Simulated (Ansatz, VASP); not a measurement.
# One calculation of Co, two programs

```xyz
2
Lattice="0.0000 2.3059 2.3059 2.3059 0.0000 2.3059 2.3059 2.3059 0.0000" Properties=species:S:1:pos:R:3 pbc="T T T"
Co    0.0000    0.0000    0.0000
Co    2.3059    2.3059    2.3059
```

Alike in both runs: task single point; functional PBEsol; k mesh 14 × 14 × 14; occupations fermi-dirac, width 0.05 eV; collinear spin.

|  | VASP | Ansatz |
| --- | --- | --- |
| version | VASP 6.6.1 | Ansatz 0.2.0 |
| potentials or method | VASP PAW PBE potentials, release 64 (Co), cutoff 520 eV | plane waves (420 eV) with PAW, scalar-relativistic |
| valence electrons in the cell | 18 | 34 |

VASP gave:

* pressure (GPa): -2.9
* net moment per atom (μB): 1.78
* size of the moment on the site where the two differ most (μB): 1.78

Task: Estimate Ansatz's values.

Result: Pressure (GPa): -2.1; net moment per atom (μB): 1.79; size of the moment on the site where the two differ most (μB): 1.80.

VASP's potentials were made for PBE, not for PBEsol, and Ansatz warns of the same on its side. Site moments also hang on the region over which each program counts them. VASP's potentials hold 18 valence electrons a cell and Ansatz's 34, so a difference there can come from the potentials and not from the codes.
